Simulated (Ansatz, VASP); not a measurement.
Two plane-wave programs on SnO2

```
CELL_PARAMETERS angstrom
-1.99628 1.99628 5.08131
1.99628 -1.99628 5.08131
1.99628 1.99628 -5.08131
ATOMIC_POSITIONS crystal
Sn 0.75000 0.25000 0.50000
Sn 0.00000 0.00000 0.00000
O 0.54578 0.04578 0.50000
O 0.79578 0.79578 0.00000
O 0.20422 0.20422 0.00000
O 0.95422 0.45422 0.50000
```

Alike in both runs: task single point; functional r2SCAN; dispersion rVV10; k mesh 10 × 10 × 10; occupations fermi-dirac, width 0.03 eV; no spin polarisation.

|  | VASP | Ansatz |
| --- | --- | --- |
| version | VASP 6.6.1 | Ansatz 0.2.0 |
| potentials or method | VASP PAW PBE potentials, release 64 (Sn_d, O) | plane waves, PAW |
| plane-wave cutoff (eV) | 520 | 500 |
| valence electrons in the cell | 52 | 52 |

Ansatz gave:

```
gap on the k mesh at the Fermi level (eV)                     : 2.36
pressure (GPa)                                                : 0.0
traceless stress, the component that is largest in VASP (GPa) : 0.02
rms of the force components (eV/Å)                            : 0.000
```

Question: Estimate VASP's values.

Answer: gap on the k mesh at the Fermi level (eV): 2.39; pressure (GPa): 1.2; traceless stress, the component that is largest in VASP (GPa): 0.33; rms of the force components (eV/Å): 0.021.

VASP's potentials were made for PBE, not for r2SCAN. Atom by atom the forces differ by 0.021 eV/Å (rms over components).
